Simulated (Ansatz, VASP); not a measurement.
Ti in VASP and in Ansatz

INCAR

```
PREC = Accurate ; ENCUT = 520
EDIFF = 1E-6 ; ISMEAR = -1
SIGMA = 0.1 ; LREAL = False
LASPH = True ; NELM = 80
ALGO = Normal ; ISIF = 2
LWAVE = False ; LCHARG = False
GGA = B5 ; ALDAX = 1.0
AGGAX = 1.0 ; AGGAC = 1.0
ALDAC = 0.0 ; NBANDS = 19
```

The input KPOINTS:

```
regular mesh
0
Gamma
  20 20 11
```

File POSCAR:

```
Ti
1.0
    2.8383679441      0.0000000000      0.0000000000
   -1.4191839720      2.4580987449      0.0000000000
    0.0000000000      0.0000000000      4.4944803415
Ti
2
Direct
    0.3333333333      0.6666666667      0.2500000000
    0.6666666667      0.3333333333      0.7500000000
```

Input for Ansatz:

```yaml
crystal:
  lattice:
    - [2.8383679441, 0.0, 0.0]
    - [-1.419183972, 2.4580987449, 0.0]
    - [0.0, 0.0, 4.4944803415]
  atoms:
    - { symbol: Ti, position: [0.3333333333, 0.6666666667, 0.25] }
    - { symbol: Ti, position: [0.6666666667, 0.3333333333, 0.75] }
hamiltonian:
  xc: blyp
  pseudopotentials:
    kind: paw
    azcp:
      Ti: "pseudopotentials/Ti.paw.azcp"
basis:
  ecutwfc: 420
  fft_grid_basis: typed
kpoints:
  mp_grid: { grid: [20, 20, 11], shift: [0, 0, 0] }
magnetization:
  spin_polarized: false
scf:
  occupations: { method: fermi_dirac, width: 0.1 }
output:
  stress: true
```

Alike in both runs: task single point; functional BLYP; k mesh 20 × 20 × 11; occupations fermi-dirac, width 0.1 eV; no spin polarisation.

|  | VASP | Ansatz |
| --- | --- | --- |
| version | VASP 6.6.1 | Ansatz 0.2.0 |
| potentials or method | VASP PAW PBE potentials, release 64 (Ti_sv), cutoff 520 eV | plane waves (420 eV) with PAW, scalar-relativistic |
| valence electrons in the cell | 24 | 24 |

Ansatz gave:

* pressure (GPa): 16.8
* traceless stress, the component that is largest in VASP (GPa): 0.29

Which values does VASP return?

Pressure (GPa): 16.6; traceless stress, the component that is largest in VASP (GPa): 0.32.

VASP's potentials were made for PBE, not for BLYP.
